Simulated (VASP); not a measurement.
A run of VASP 6.6.1:

INCAR

```
SYSTEM = Cu3N
  PREC = Accurate
  ENCUT = 600
  EDIFF = 1E-6
  ISMEAR = 0
  SIGMA = 0.01
  LREAL = .False.
  LASPH = .True.
  NELM = 120
  ALGO = Normal
  ISIF = 2
  LWAVE = .False.
  LCHARG = .True.
  GGA = PE
  LELF = .True.
  LVHAR = .True.
  NBANDS = 27
  GGA_COMPAT = .False.
```

KPOINTS

```
regular mesh
0
Gamma
  10 10 10
  0 0 0
```

File POSCAR:

```
Cu3N
1.0
    3.8651868900      0.0000000000      0.0000000000
    0.0000000000      3.8651868900      0.0000000000
    0.0000000000      0.0000000000      3.8651868900
Cu N
3 1
Direct
    0.5000000000      0.0000000000      0.0000000000
    0.0000000000      0.5000000000      0.0000000000
    0.0000000000      0.0000000000      0.5000000000
    0.0000000000      0.0000000000      0.0000000000
```

Potentials or basis: VASP PAW PBE potentials, release 64 (Cu, N).

The run is started by

```console
$ cat potpaw_PBE.64/Cu/POTCAR potpaw_PBE.64/N/POTCAR > POTCAR
$ mpirun -np 1 vasp_std > vasp.out
```

Hardware: 1 thread of Intel Xeon 8259CL (shared host).

Question: Estimate the wall time of this run.

Answer: It took 2 min on 1 thread of Intel Xeon 8259CL (shared host), peak memory 0.23 GiB. Counts: scf iterations 14, k points 56.
